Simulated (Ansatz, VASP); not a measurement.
Two plane-wave programs on CdS

POSCAR

```
CdS
1.0
    0.0000000000      2.7532440000      2.7532440000
    2.7532440000      0.0000000000      2.7532440000
    2.7532440000      2.7532440000      0.0000000000
Cd S
1 1
Direct
    0.0000000000      0.0000000000      0.0000000000
    0.5000000000      0.5000000000      0.5000000000
```

File INCAR.step1:

```
PREC     = Accurate       # precision mode
ENCUT    = 520            # plane-wave cutoff, eV
EDIFF    = 1E-5           # SCF threshold, eV
ISMEAR   = -1             # smearing method
SIGMA    = 0.05           # smearing width, eV
LREAL    = F              # projectors in reciprocal space
LASPH    = T              # aspherical terms in the spheres
NELM     = 80             # most SCF steps
ALGO     = Normal         # electronic algorithm
ISIF     = 2              # what is computed and relaxed
LWAVE    = T              # write WAVECAR
LCHARG   = F              # write CHGCAR
NBANDS   = 16             # bands
GGA      = PE             # functional
```

The input INCAR.step2:

```
PREC     = Accurate       # precision mode
ENCUT    = 520            # plane-wave cutoff, eV
EDIFF    = 1E-7           # SCF threshold, eV
ISMEAR   = -1             # smearing method
SIGMA    = 0.05           # smearing width, eV
LREAL    = F              # projectors in reciprocal space
LASPH    = T              # aspherical terms in the spheres
NELM     = 80             # most SCF steps
ALGO     = Normal         # electronic algorithm
ISIF     = 2              # what is computed and relaxed
LWAVE    = F              # write WAVECAR
LCHARG   = F              # write CHGCAR
GGA      = B3             # functional
LHFCALC  = T              # exact exchange
AEXX     = 0.2            # exact-exchange fraction
AGGAX    = 0.72         
AGGAC    = 0.81         
ALDAC    = 0.19         
PRECFOCK = Normal       
NBANDS   = 16             # bands
ISTART   = 1
```

File KPOINTS:

```
regular mesh
0
Gamma
  4 4 4
```

input

```
crystal:
  lattice:
    - [0.0, 2.753244, 2.753244]
    - [2.753244, 0.0, 2.753244]
    - [2.753244, 2.753244, 0.0]
  atoms:
    - { symbol: Cd, position: [0.0, 0.0, 0.0] }
    - { symbol: S, position: [0.5, 0.5, 0.5] }
hamiltonian:
  xc: b3lyp
  pseudopotentials: { kind: paw }
kpoints:
  mp_grid: { grid: [4, 4, 4] }
scf:
  occupations: { method: fermi_dirac, width: 0.05 }
output:
  forces: true
  stress: true
  eigenvalues: true
```

Alike in both runs: task single point; functional B3LYP; k mesh 4 × 4 × 4; occupations fermi-dirac, width 0.05 eV; no spin polarisation.

|  | VASP | Ansatz |
| --- | --- | --- |
| version | VASP 6.6.1 | Ansatz 0.2.0 |
| potentials or method | VASP PAW PBE potentials, release 64 (Cd, S) | Ansatz PAW |
| plane-wave cutoff (eV) | 520 | 420 |
| valence electrons in the cell | 18 | 26 |

```tsv
	VASP	Ansatz	Ansatz less VASP
gap on the k mesh at the Fermi level (eV)	1.50	1.45	-0.050
least direct gap on the mesh (eV)	2.91	2.87	-0.044
pressure (GPa)	2.3	1.9	-0.34
```

VASP's potentials were made for PBE, not for B3LYP. VASP's potentials hold 18 valence electrons a cell and Ansatz's 26, so a difference there can come from the potentials and not from the codes.

The k mesh is coarse, so the values compare programs but aren't converged.
